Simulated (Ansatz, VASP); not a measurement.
One calculation of SrCa, two programs

Contents of INCAR:

```
SYSTEM = SrCa
ALGO     = Normal         ! electronic algorithm
EDIFF    = 1E-6           ! SCF threshold, eV
EDIFFG   = -0.002         ! ionic threshold
ENCUT    = 600            ! plane-wave cutoff, eV
GGA      = CA             ! functional
IBRION   = 2              ! ionic algorithm
ISIF     = 3              ! what is computed and relaxed
ISMEAR   = -1             ! smearing method
LASPH    = .TRUE.         ! aspherical terms in the spheres
LCHARG   = .FALSE.        ! write CHGCAR
LREAL    = .FALSE.        ! projectors in reciprocal space
LWAVE    = .FALSE.        ! write WAVECAR
NELM     = 60             ! most SCF steps
NSW      = 100            ! ionic steps
PREC     = Accurate       ! precision mode
SIGMA    = 0.05           ! smearing width, eV
```

The input KPOINTS:

```
k-points
0
G
  10 10 6
  0 0 0
```

The input POSCAR:

```
SrCa
1.0
    4.1283377441      0.0000000000      0.0000000000
   -2.0641688721      3.5752453618      0.0000000000
    0.0000000000      0.0000000000      6.7887450800
Sr Ca
1 1
Direct
    0.6666666667      0.3333333333      0.5000000000
    0.0000000000      0.0000000000      0.0000000000
```

Input for Ansatz:

```yaml
crystal:
  lattice:
    - [4.12833774412, 0.0, 0.0]
    - [-2.06416887206, 3.57524536181, 0.0]
    - [0.0, 0.0, 6.78874508]
  atoms:
    - { symbol: Sr, position: [0.666666666667, 0.333333333333, 0.5] }
    - { symbol: Ca, position: [0.0, 0.0, 0.0] }
kpoints:
  mp_grid: { grid: [10, 10, 6] }
scf:
  occupations: { method: fermi_dirac, width: 0.05 }
hamiltonian:
  xc: lda
  pseudopotentials: { kind: paw }
relax:
  f_tol: 0.002
  max_steps: 80
  cell: {}
output:
  forces: true
  stress: true
```

Alike in both runs: task relaxation of cell and atoms; functional LDA; k mesh 10 × 10 × 6; occupations fermi-dirac, width 0.05 eV; no spin polarisation.

```csv
,VASP,Ansatz
version,VASP 6.6.1,Ansatz 0.2.0
potentials or method,"VASP PAW LDA potentials, release 64 (Sr_sv, Ca_sv)","PAW with Ansatz's default frozen-core files, scalar-relativistic"
plane-wave cutoff (eV),600,420
valence electrons in the cell,20,20
```

Ansatz gave:

| Item | Value |
| --- | --- |
| relaxed volume (Å³/atom) | 43.27 |
| relaxed cell length with the largest relative difference (Å) | 6.483 |

**Question.** Which values does VASP return?

**Answer.** Relaxed volume (Å³/atom): 43.23; relaxed cell length with the largest relative difference (Å): 6.480.

LDA's correlation is that of Perdew and Zunger in VASP and of Perdew and Wang (1992) in Ansatz.
